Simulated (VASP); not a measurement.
# Ru (P6_3/mmc) in VASP: a series of runs, part 2 of 2

VASP 6.6.1. Earlier steps stand in the parts before.

### 4 Single point, PBEsol, non-collinear spin, zero start, spin-orbit coupling

This run uses another cell than the first one, of 13.33 Å³/atom.

Contents of INCAR:

```
PREC = Accurate
ENCUT = 520
EDIFF = 1E-6
ISMEAR = -1
SIGMA = 0.1
LREAL = False
LASPH = True
NELM = 150
ALGO = Normal
ISIF = 2
LWAVE = False
LCHARG = True
MAGMOM = 0 0 0 0 0 0
LORBIT = 11
LSORBIT = True
GGA_COMPAT = False
LORBMOM = True
LMAXMIX = 4
GGA = PS
LVHAR = True
NBANDS = 40
```

Contents of KPOINTS:

```
Automatic mesh
0
Gamma
  13 13 8
```

Contents of POSCAR:

```
Ru
1.0
    2.6932743844      0.0000000000      0.0000000000
   -1.3466371922      2.3324440363      0.0000000000
    0.0000000000      0.0000000000      4.2432628382
Ru
2
Direct
    0.3333333333      0.6666666667      0.2500000000
    0.6666666667      0.3333333333      0.7500000000
```

Potentials or basis: VASP PAW PBE potentials, release 64 (Ru_pv).

Launch:

```sh
$ cat potpaw_PBE.64/Ru_pv/POTCAR > POTCAR
$ mpirun -np 1 vasp_ncl > vasp.out
```

OUTCAR:

```text
PREC = Accurate
   ENCUT = 520
   EDIFF = 1E-6
   ISMEAR = -1
   LREAL = False
   LASPH = True
   NELM = 150
   ISIF = 2
   LORBIT = 11
   LSORBIT = True
   GGA = PS

 ion  position               nearest neighbor table
   1  0.333  0.667  0.250-   2 2.63   2 2.63   2 2.63   2 2.63   2 2.63   2 2.63
   2  0.667  0.333  0.750-   1 2.63   1 2.63   1 2.63   1 2.63   1 2.63   1 2.63

  LATTYP: Found a hexagonal cell.
 ALAT       =     2.6932743844
 C/A-ratio  =     1.5755033586

  Lattice vectors:

 A1 = (   2.6932743844,   0.0000000000,   0.0000000000)
 A2 = (  -1.3466371922,   2.3324440363,   0.0000000000)
 A3 = (   0.0000000000,   0.0000000000,   4.2432628382)

Analysis of symmetry for initial positions (statically):
=====================================================================
 Subroutine PRICEL returns:
 Original cell was already a primitive cell.

 Routine SETGRP: Setting up the symmetry group for a
 hexagonal supercell.

 Subroutine GETGRP returns: Found 24 space group operations
 (whereof 12 operations were pure point group operations)
[... 1300 lines left out ...]
     0.0000000     0.0000000     0.0000000     0.0000000     0.0000000     0.0000000     0.0000000
     0.0000000     0.0000000     0.0000000     0.0000000     0.0000000     0.0000000     0.0000000
     0.0000000     0.0000000     0.0000000     0.0000000     0.0000000     0.0000000     0.0000000
     0.0000000     0.0000000     0.0000000     0.0000000     0.0000000     0.0000000     0.0000000
     0.0000000     0.0000000     0.0000000     0.0000000     0.0000000     0.0000000     0.0000000

 Ion:    2  E_soc:     -0.2632707
 l=   1
     0.0000000    -0.0363924    -0.0364142
    -0.0363924     0.0000000    -0.0363924
    -0.0364142    -0.0363924     0.0000000
 l=   2
     0.0000000    -0.0015425     0.0000000    -0.0015425    -0.0060758
    -0.0015425     0.0000000    -0.0043126    -0.0015655    -0.0015425
     0.0000000    -0.0043126     0.0000000    -0.0043126     0.0000000
    -0.0015425    -0.0015655    -0.0043126     0.0000000    -0.0015425
    -0.0060758    -0.0015425     0.0000000    -0.0015425     0.0000000
 l=   3
     0.0000000     0.0000000     0.0000000     0.0000000     0.0000000     0.0000000     0.0000000
     0.0000000     0.0000000     0.0000000     0.0000000     0.0000000     0.0000000     0.0000000
     0.0000000     0.0000000     0.0000000     0.0000000     0.0000000     0.0000000     0.0000000
     0.0000000     0.0000000     0.0000000     0.0000000     0.0000000     0.0000000     0.0000000
     0.0000000     0.0000000     0.0000000     0.0000000     0.0000000     0.0000000     0.0000000
     0.0000000     0.0000000     0.0000000     0.0000000     0.0000000     0.0000000     0.0000000
     0.0000000     0.0000000     0.0000000     0.0000000     0.0000000     0.0000000     0.0000000

 total charge

# of ion       s       p       d       tot
------------------------------------------
    1        0.411   6.332   5.964  12.706
    2        0.411   6.332   5.964  12.706
--------------------------------------------------
tot          0.822  12.663  11.928  25.413

 magnetization (x)

# of ion       s       p       d       tot
------------------------------------------
    1        0.000   0.000   0.000   0.000
    2        0.000   0.000   0.000   0.000
--------------------------------------------------
tot          0.000   0.000   0.000   0.000

 magnetization (y)

# of ion       s       p       d       tot
------------------------------------------
    1       -0.000  -0.000   0.000  -0.000
    2        0.000   0.000   0.000   0.000
--------------------------------------------------
tot         -0.000  -0.000   0.000  -0.000

 magnetization (z)

# of ion       s       p       d       tot
------------------------------------------
    1        0.000   0.000   0.000   0.000
    2        0.000   0.000   0.000   0.000
--------------------------------------------------
tot          0.000   0.000   0.000   0.000
```

OSZICAR:

```text
N       E                     dE             d eps       ncg     rms          rms(c)
DAV:   1     0.339647242574E+03    0.33965E+03   -0.16732E+04  8416   0.157E+03
DAV:   2    -0.126123194346E+02   -0.35226E+03   -0.33951E+03  8704   0.500E+02
DAV:   3    -0.221304103873E+02   -0.95181E+01   -0.93884E+01  9792   0.930E+01
DAV:   4    -0.222213137820E+02   -0.90903E-01   -0.90846E-01 10728   0.811E+00
DAV:   5    -0.222224540076E+02   -0.11402E-02   -0.11339E-02  9696   0.822E-01    0.203E+01
DAV:   6    -0.207312834624E+02    0.14912E+01   -0.33850E+00  9776   0.186E+01    0.539E+00
DAV:   7    -0.206403967627E+02    0.90887E-01   -0.60042E-01  9792   0.575E+00    0.135E+00
DAV:   8    -0.206356124512E+02    0.47843E-02   -0.22191E-02  9416   0.908E-01    0.685E-01
DAV:   9    -0.206307778655E+02    0.48346E-02   -0.97728E-03  9520   0.112E+00    0.147E-01
DAV:  10    -0.206306405727E+02    0.13729E-03   -0.52571E-04  9568   0.239E-01    0.229E-02
DAV:  11    -0.206306458177E+02   -0.52450E-05   -0.47006E-05  9688   0.631E-02    0.174E-02
DAV:  12    -0.206306445537E+02    0.12641E-05   -0.58028E-06  9448   0.236E-02    0.313E-03
DAV:  13    -0.206306444575E+02    0.96207E-07   -0.39545E-07  5856   0.586E-03
   1 F= -.20630644E+02 E0= -.20604298E+02  d E =-.526927E-01  mag=     0.0000     0.0000    -0.0000
```

Run time: 3.8 min. Hardware: 1 thread of Intel Xeon 8259CL, shared host; peak memory 0.29 GiB.

What came out:

```yaml
Free_energy: -20.6306 eV
Pressure: 0.2 GPa
Net_moment: 0.00 μB per cell
Valence_electrons_inside_the_program's_atomic_spheres: Ru 12.71
```

Moments on the atoms (μB; x, y, z):
```
Ru  0.00 0.00 0.00
Ru  0.00 0.00 0.00
```

Caveat: the PAW data sets were made with another functional, which shifts forces and pressure a little.

### 5 Single point, PBEsol (13.33 Å³/atom)

This run uses another cell than the first one, of 13.33 Å³/atom.

Contents of INCAR:

```
PREC     = Accurate       # precision mode
ENCUT    = 520            # plane-wave cutoff, eV
EDIFF    = 1E-6           # SCF threshold, eV
ISMEAR   = -1             # smearing method
SIGMA    = 0.1            # smearing width, eV
LREAL    = F              # projectors in reciprocal space
LASPH    = T              # aspherical terms in the spheres
NELM     = 100            # most SCF steps
ALGO     = Normal         # electronic algorithm
ISIF     = 2              # what is computed and relaxed
LWAVE    = F              # write WAVECAR
LCHARG   = F              # write CHGCAR
GGA      = PS             # functional
NBANDS   = 21             # bands
```

Contents of KPOINTS:

```
Automatic mesh
0
Gamma
  22 22 12
```

POSCAR is that of step 4.

Launch:

```sh
$ cat potpaw_PBE.64/Ru_pv/POTCAR > POTCAR
$ mpirun -np 1 vasp_std > vasp.out
```

Run time: 3 min. Hardware: 1 thread of Intel Xeon 8259CL, shared host; peak memory 0.27 GiB.

The run converged. Its results:

```yaml
Free_energy: -20.3694 eV
Pressure: 0.0 GPa
Band_gap_on_the_k_mesh: zero (bands 14 and 15 overlap by 3.30 eV)
```

Stress tensor (GPa, compression positive):
```
-0.34  0.00  0.00
 0.00 -0.34  0.00
 0.00  0.00  0.58
```

Levels at points of the mesh, in eV from the Fermi level:
```csv
k point,band 11,band 12,band 13,band 14,band 15,band 16,band 17,band 18
"(0.00, 0.00, 0.00)",-2.47,-1.98,-1.98,-1.47,-1.47,1.22,1.22,1.30
"(0.50, 0.00, 0.00)",-2.12,-1.89,-1.55,1.45,1.89,2.00,4.14,6.21
"(0.00, 0.00, 0.50)",-2.88,-2.88,-2.79,-2.79,0.57,0.57,0.57,0.57
"(0.50, 0.00, 0.50)",-1.12,-1.12,0.43,0.43,1.72,1.72,3.43,3.43
```

Caveat: the PAW data sets were made with another functional, which shifts forces and pressure a little.

### 6 Summary

| spin | cell | k mesh | smearing | gap on the mesh (eV) | pressure (GPa) | moment (μB) |
| --- | --- | --- | --- | --- | --- | --- |
| collinear, ferromagnetic start | a = 2.581, b = 2.581, c = 4.063 Å, angles 90.0, 90.0, 120.0°, 2 atoms | 22 × 22 × 12 | fermi-dirac 0.05 eV | none | 60.5 | 0.00 |
| collinear, ferromagnetic start | a = 2.694, b = 2.694, c = 4.240 Å, angles 90.0, 90.0, 120.0°, 2 atoms | 22 × 22 × 12 | fermi-dirac 0.05 eV | none | -0.1 | 0.00 |
| non-collinear, zero start, SOC | a = 2.693, b = 2.693, c = 4.243 Å, angles 90.0, 90.0, 120.0°, 2 atoms | 13 × 13 × 8 | fermi-dirac 0.1 eV | - | 0.2 | 0.00 |
| off | a = 2.693, b = 2.693, c = 4.243 Å, angles 90.0, 90.0, 120.0°, 2 atoms | 22 × 22 × 12 | fermi-dirac 0.1 eV | none | 0.0 | - |

Alike in all rows: task single point; level PBEsol; potentials or basis VASP PAW PBE potentials, release 64 (Ru_pv); cutoff (eV) 520.

Caveats: the PAW data sets were made with another functional, which shifts forces and pressure a little; an empty level that is flat over the whole mesh can mark a ghost state of the potentials, or a narrow d or f band (at least some runs); the cell stands under pressure (at least some runs).

Absolute energies hang on the potentials; compare differences alone.
